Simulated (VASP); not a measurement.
A run of VASP 6.6.1:

INCAR

```
  ALGO = Normal
  EDIFF = 1E-8
  ENCUT = 600
  GGA = CA
  GGA_COMPAT = False
  IBRION = 6
  ISIF = 3
  ISMEAR = 0
  LASPH = True
  LCHARG = False
  LREAL = False
  LWAVE = False
  NELM = 120
  NFREE = 2
  NSW = 1
  POTIM = 0.015
  PREC = Accurate
  SIGMA = 0.01
```

KPOINTS

```
k-points
0
Gamma
  6 6 6
```

The input POSCAR:

```
CuI
1.0
    0.0000000000      2.9000284941      2.9000284941
    2.9000284941      0.0000000000      2.9000284941
    2.9000284941      2.9000284941      0.0000000000
Cu I
1 1
Direct
    0.7500000000      0.7500000000      0.7500000000
    0.0000000000      0.0000000000      0.0000000000
```

Potentials or basis: VASP PAW LDA potentials, release 64 (Cu, I).

The run is started by

```console
$ cat potpaw_LDA.64/Cu/POTCAR potpaw_LDA.64/I/POTCAR > POTCAR
$ mpirun -np 1 vasp_std > vasp.out
```

Hardware: 1 thread of AMD EPYC 7R13 Processor (Zen 3), with other jobs on the host.

How long does it take, and how much memory?

Wall time 10 min on 1 thread of AMD EPYC 7R13 Processor (Zen 3) (shared host), peak memory 0.2 GiB. Counts: scf iterations 196, k points 16.
